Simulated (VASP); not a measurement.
Set up this calculation in VASP 6.6.1, as the native input.

```
Task                   : single point
Functional             : PBEsol
Potentials or basis    : VASP PAW PBE potentials, release 64 (Na_pv, Li_sv, S)
Cutoff                 : 520 eV
k mesh                 : 1 × 1 × 1
Occupations            : fermi-dirac, width 0.05 eV
Spin                   : no spin polarisation
Dipole correction      : no
Further INCAR settings : LREAL = Auto; ALGO = Normal; EDIFF = 1e-06; NBANDS = 78
```

The structure of Na3Li5S4 lies in POSCAR:

```
Na3Li5S4
1.0
   11.9546230000      0.0000000000      0.0000000000
    0.0000000000      5.9773110000      0.0000000000
    0.0000000000      0.0000000000      5.9773110000
Na Li S
6 10 8
Direct
    0.3765580000      0.2503060000      0.2478650000
    0.1237010000      0.7463910000      0.2508740000
    0.6250440000      0.7454270000      0.2456110000
    0.1271740000      0.2461690000      0.2403770000
    0.6261030000      0.2518690000      0.2479780000
    0.3773280000      0.7484880000      0.2455890000
    0.8756870000      0.2480740000      0.2496000000
    0.1260820000      0.2538840000      0.7480790000
    0.6248240000      0.2591770000      0.7536780000
    0.3761930000      0.7479430000      0.7535960000
    0.8765830000      0.7519520000      0.7564610000
    0.8771110000      0.7493540000      0.2492740000
    0.3762890000      0.2454290000      0.7508780000
    0.8729890000      0.2421860000      0.7478710000
    0.1237070000      0.7487710000      0.7471830000
    0.6242020000      0.7547900000      0.7504070000
    0.9999190000      0.9952430000      0.9983300000
    0.4983720000      0.0042500000      0.0004330000
    0.2511060000      0.5019230000      0.0044210000
    0.7443090000      0.4966690000      0.0061040000
    0.2526470000      0.9925120000      0.5028440000
    0.7487130000      0.0010170000      0.5067590000
    0.0006300000      0.4997710000      0.5017560000
    0.5023960000      0.5037530000      0.5013750000
```

The input as run:

INCAR

```
SYSTEM = Na3Li5S4
PREC     = Accurate       ! precision mode
ENCUT    = 520            ! plane-wave cutoff, eV
EDIFF    = 1E-6           ! SCF threshold, eV
ISMEAR   = -1             ! smearing method
SIGMA    = 0.05           ! smearing width, eV
LREAL    = Auto         
LASPH    = .True.         ! aspherical terms in the spheres
NELM     = 60             ! most SCF steps
ALGO     = Normal         ! electronic algorithm
ISIF     = 2              ! what is computed and relaxed
LWAVE    = .False.        ! write WAVECAR
LCHARG   = .True.         ! write CHGCAR
GGA      = PS             ! functional
LELF     = .True.         ! ELF
LVHAR    = .True.       
NBANDS   = 78             ! bands
```

KPOINTS

```
regular mesh
0
Gamma
  1 1 1
  0 0 0
```

Potentials or basis: VASP PAW PBE potentials, release 64 (Na_pv, Li_sv, S).

Command:

```sh
$ cat potpaw_PBE.64/Na_pv/POTCAR potpaw_PBE.64/Li_sv/POTCAR potpaw_PBE.64/S/POTCAR > POTCAR
$ mpirun -np 1 vasp_gam > vasp.out
```

Results of the run:

- Largest force: 1.790 eV/Å
- Band gap on the k mesh: 3.38 eV

Caveat: the k points lie up to 1.05 Å⁻¹ apart; the PAW data sets were made with another functional, which shifts forces and pressure a little.

Run time: 62 s on 1 thread of Intel(R) Xeon(R) Platinum 8488C (Sapphire Rapids), with other jobs on the host, peak memory 0.43 GiB.
